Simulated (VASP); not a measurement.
Input of a VASP 6.6.1 run:

Contents of INCAR:

```
ALGO = Normal ; EDIFF = 1E-6
EDIFFG = -0.04 ; ENCUT = 600
GGA = PE ; IBRION = 2
ISIF = 3 ; ISMEAR = 0
LASPH = T ; LCHARG = F
LREAL = F ; LWAVE = F
NELM = 80 ; NSW = 90
PREC = Accurate ; SIGMA = 0.1
```

KPOINTS

```
k-points
0
Gamma
  6 6 8
```

POSCAR

```
P
1.0
    3.3998755300      0.0000000000      0.0000000000
    0.0000000000      3.3998755300      0.0000000000
    0.0000000000      0.0000000000      1.9600589700
P
1
Direct
    0.0000000000      0.0000000000      0.0000000000
```

Potentials or basis: VASP PAW PBE potentials, release 64 (P).

Command:

```sh
$ cat potpaw_PBE.64/P/POTCAR > POTCAR
$ mpirun -np 1 vasp_std > vasp.out
```

What does it give for the space group after relaxing (to 0.1 Å)?

Pm-3m (No. 221).

Predict the band gap on the k mesh.

zero (an odd number of electrons rules out a gap without spin polarisation).

Step by step:
| step | energy change (eV) | largest force (eV/Å) | pressure (GPa) | volume (Å³) |
| --- | --- | --- | --- | --- |
| 1 | 0.0000 | 0.0000 | 13.33 | 22.66 |
| 2 | 0.0072 | 0.0000 | -14.57 | 28.72 |
| 3 | -0.3448 | 0.0000 | -4.86 | 25.43 |
| 4 | -0.3498 | 0.0000 | -3.18 | 25.15 |
| 5 | -0.3501 | 0.0000 | -2.57 | 25.05 |
| 6 | -0.3501 | 0.0000 | -2.85 | 25.10 |
| 7 | -0.3987 | 0.0000 | -4.25 | 23.88 |
| 8 | -0.6504 | 0.0000 | -6.59 | 20.38 |
| 9 | -1.1942 | 0.0000 | 6.64 | 14.10 |
| 10 | -1.0327 | 0.0000 | 40.98 | 11.71 |
| 11 | -1.2044 | 0.0000 | 10.05 | 13.76 |
| 12 | -1.1950 | 0.0000 | 21.77 | 12.72 |
| 13 | -1.2145 | 0.0000 | 14.06 | 13.37 |
| 14 | -1.2115 | 0.0000 | 18.38 | 13.03 |
| 15 | -1.2878 | 0.0000 | 10.85 | 13.53 |
| 16 | -1.3363 | 0.0000 | 3.68 | 14.18 |
| 17 | -1.3414 | 0.0000 | 0.83 | 14.50 |
| 18 | -1.3414 | 0.0000 | 1.08 | 14.47 |
| 19 | -1.3418 | 0.0000 | 0.70 | 14.51 |
| 20 | -1.3419 | 0.0000 | 0.25 | 14.56 |
| 21 | -1.3420 | 0.0000 | 0.12 | 14.58 |

Caveat: the k points lie up to 0.43 Å⁻¹ apart in the final cell, too coarse for converged energies and pressures of a metal; the volume moved by over 15 % at a fixed basis, so the end points are rough.
